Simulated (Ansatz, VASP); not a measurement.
**RbEuF3: VASP beside Ansatz**

```
Eu F Rb
1.0
     4.99849    0.00000    0.00000
     0.00000    4.99849    0.00000
     0.00000    0.00000    4.99849
Eu F Rb
1 3 1
Direct
  0.00000 0.00000 0.00000
  0.50000 0.00000 0.00000
  0.00000 0.50000 0.00000
  0.00000 0.00000 0.50000
  0.50000 0.50000 0.50000
```

Alike in both runs: task single point; functional r2SCAN; k mesh 5 × 5 × 5; occupations fermi-dirac, width 0.0537 eV; collinear spin.

```csv
,VASP,Ansatz
version,VASP 6.6.1,Ansatz 0.2.0
potentials or method,"VASP PAW PBE potentials, release 64 (Eu, F, Rb_sv), cutoff 520 eV",PAW plane waves
valence electrons in the cell,47,47
```

|  | VASP | Ansatz | Ansatz less VASP |
| --- | --- | --- | --- |
| pressure (GPa) | -5.2 | -5.0 | +0.22 |
| net moment per atom (μB) | 1.39 | 1.40 | +0.003 |
| size of the moment on the site where the two differ most (μB) | 6.56 | 6.75 | +0.193 |

VASP's potentials were made for PBE, not for r2SCAN. Site moments also hang on the region over which each program counts them. The functional is the same, so the differences come from potentials, cutoffs and numerics. Ansatz's warnings: stability check not made.

Spin-orbit coupling is off throughout.
